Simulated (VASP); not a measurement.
Wanted: the native input for a VASP 6.6.1 run.

| Item | Value |
| --- | --- |
| Task | single point |
| Functional | PBE |
| Potentials or basis | VASP PAW PBE potentials, release 64 (Na_pv, Hf_pv) |
| Cutoff | 520 eV |
| k mesh | 8 × 8 × 8 |
| Occupations | gaussian, width 0.1 eV |
| Spin | no spin polarisation |
| Dipole correction | no |
| Further INCAR settings | ALGO = Fast; EDIFF = 1e-07; NBANDS = 33 |

The structure of Na2Hf lies in POSCAR:

```
Na2Hf
1.0
    0.0000000000      4.2332898977      4.2332898977
    4.2332898977      0.0000000000      4.2332898977
    4.2332898977      4.2332898977      0.0000000000
Na Hf
4 2
Direct
    0.1250000000      0.1250000000      0.1250000000
    0.6250000000      0.1250000000      0.1250000000
    0.1250000000      0.1250000000      0.6250000000
    0.1250000000      0.6250000000      0.1250000000
    0.5000000000      0.5000000000      0.5000000000
    0.7500000000      0.7500000000      0.7500000000
```

The input as run:

INCAR

```
PREC     = Accurate       # precision mode
ENCUT    = 520            # plane-wave cutoff, eV
EDIFF    = 1E-7           # SCF threshold, eV
ISMEAR   = 0              # smearing method
SIGMA    = 0.1            # smearing width, eV
LREAL    = F              # projectors in reciprocal space
LASPH    = T              # aspherical terms in the spheres
NELM     = 80             # most SCF steps
ALGO     = Fast           # electronic algorithm
ISIF     = 2              # what is computed and relaxed
LWAVE    = F              # write WAVECAR
LCHARG   = F              # write CHGCAR
GGA      = PE             # functional
NBANDS   = 33             # bands
```

KPOINTS

```
Automatic mesh
0
Gamma
  8 8 8
```

Potentials or basis: VASP PAW PBE potentials, release 64 (Na_pv, Hf_pv).

Command:

```sh
$ cat potpaw_PBE.64/Na_pv/POTCAR potpaw_PBE.64/Hf_pv/POTCAR > POTCAR
$ mpirun -np 1 vasp_std > vasp.out
```

Results of the run:

* Pressure: 0.0 GPa
* Band gap on the k mesh: zero (bands 24 and 25 overlap by 0.30 eV)

Caveat: spin-orbit coupling is left out, which moves the levels of the heavy elements.

It took 4.6 min on 1 thread of Intel(R) Xeon(R) Platinum 8259CL CPU @ 2.50GHz (Skylake/Cascade Lake), on a shared host, peak memory 0.38 GiB.
